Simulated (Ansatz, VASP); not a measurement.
## One calculation of WC, two programs

File INCAR:

```
PREC     = Accurate       # precision mode
ENCUT    = 520            # plane-wave cutoff, eV
EDIFF    = 1E-7           # SCF threshold, eV
ISMEAR   = 0              # smearing method
SIGMA    = 0.1            # smearing width, eV
LREAL    = False          # projectors in reciprocal space
LASPH    = True           # aspherical terms in the spheres
NELM     = 60             # most SCF steps
ALGO     = Normal         # electronic algorithm
ISIF     = 2              # what is computed and relaxed
LWAVE    = False          # write WAVECAR
LCHARG   = False          # write CHGCAR
GGA      = PE             # functional
NBANDS   = 16             # bands
```

KPOINTS

```
regular mesh
0
Gamma
  12 12 12
```

File POSCAR:

```
WC
1.0
    2.9217716511      0.0000000000      0.0000000000
   -1.4608858255      2.5303284739      0.0000000000
    0.0000000000      0.0000000000      2.8470758830
W C
1 1
Direct
    0.0000000000      0.0000000000      0.0000000000
    0.6666666667      0.3333333333      0.5000000000
```

Input for Ansatz:

```yaml
crystal:
  lattice:
    - [2.9217716513, 0.0, 0.0]
    - [-1.4608858257, 2.5303284741, 0.0]
    - [0.0, 0.0, 2.8470758831]
  atoms:
    - { symbol: W, position: [0.0, 0.0, 0.0] }
    - { symbol: C, position: [0.6666666667, 0.3333333333, 0.5] }
basis:
  ecutwfc: 420
kpoints:
  mp_grid: { grid: [12, 12, 12] }
hamiltonian:
  xc: pbe
scf:
  occupations: { method: gaussian, width: 0.1 }
output:
  forces: true
  stress: true
  eigenvalues: true
```

Alike in both runs: task single point; functional PBE; k mesh 12 × 12 × 12; occupations gaussian, width 0.1 eV; no spin polarisation.

```csv
,VASP,Ansatz
version,VASP 6.6.1,Ansatz 0.2.0
potentials or method,"VASP PAW PBE potentials, release 64 (W_sv, C), cutoff 520 eV","scalar-relativistic, plane waves, PAW"
valence electrons in the cell,18,18
```

|  | VASP | Ansatz | Ansatz less VASP |
| --- | --- | --- | --- |
| gap on the k mesh at the Fermi level (eV) | none | none | - |
| pressure (GPa) | 1.1 | 0.1 | -1.06 |
| traceless stress, the component that is largest in VASP (GPa) | 0.11 | -0.09 | -0.194 |

A gap of «none» marks a metal or a gap that the smearing closes.

Neither program's run includes spin-orbit coupling.
